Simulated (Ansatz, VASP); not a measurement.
## One calculation of NaI, two programs

```
Na I
1.0
    -0.06643    3.54319    3.54319
     3.54319   -0.06643    3.54319
     3.47676    3.47676    0.00000
Na I
1 1
Cartesian
  0.0000 0.0000 -0.0302
  1.7384 1.7384 1.8018
```

Change from the starting cell: shear_xy strain -3.8%.

Alike in both runs: task single point; functional HSE06; k mesh 4 × 4 × 4; no spin polarisation.

|  | VASP | Ansatz |
| --- | --- | --- |
| version | VASP 6.6.1 | Ansatz 0.2.0 |
| potentials or method | VASP PAW PBE potentials, release 64 (Na_pv, I) | plane waves, PAW |
| plane-wave cutoff (eV) | 520 | 420 |
| occupations | gaussian, width 0.01 eV | fixed |
| valence electrons in the cell | 14 | 26 |

```tsv
	VASP	Ansatz	Ansatz less VASP
gap on the k mesh at the Fermi level (eV)	4.73	4.75	+0.014
pressure (GPa)	0.2	0.2	-0.01
traceless stress, the component that is largest in VASP (GPa)	0.12	0.12	+0.001
```

VASP's potentials hold 14 valence electrons a cell and Ansatz's 26, so a difference there can come from the potentials and not from the codes. Ansatz's warnings: stress exchange threshold loose, stress scf threshold loose.

Neither program's run includes spin-orbit coupling.
